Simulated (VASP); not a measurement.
Pb, 1 atom in the cell. Symmetry: Fm-3m, No. 225, cubic system. Conventional cell: a = 5.079 Å, b = 5.079 Å, c = 5.079 Å, α = 90.00°, β = 90.00°, γ = 90.00°. Pb (site symmetry m-3m) has 12 Pb at 3.59 Å within 4.7 Å. 

```yaml
Program: VASP 6.6.1
Task: single point
Functional: revPBE
Potentials_or_basis: VASP PAW PBE potentials, release 64 (Pb_d)
Cutoff: 520 eV
k_mesh: 9 × 9 × 9
Occupations: fermi-dirac, width 0.05 eV
Spin: no spin polarisation
Dipole_correction: no
Further_INCAR_settings: ALGO = Normal; EDIFF = 1e-06; NBANDS = 13
```

Potentials or basis: VASP PAW PBE potentials, release 64 (Pb_d).

Command:

```console
$ cat potpaw_PBE.64/Pb_d/POTCAR > POTCAR
$ mpirun -np 1 vasp_std > vasp.out
```

Hardware: 1 thread of Intel Xeon 6975P-C, on a shared host.

Q: Estimate the wall time of this run.

A: Run time: 7.3 s on 1 thread of Intel Xeon 6975P-C, with other jobs on the host, peak memory 0.16 GiB. Counts: scf iterations 10, k points 35.
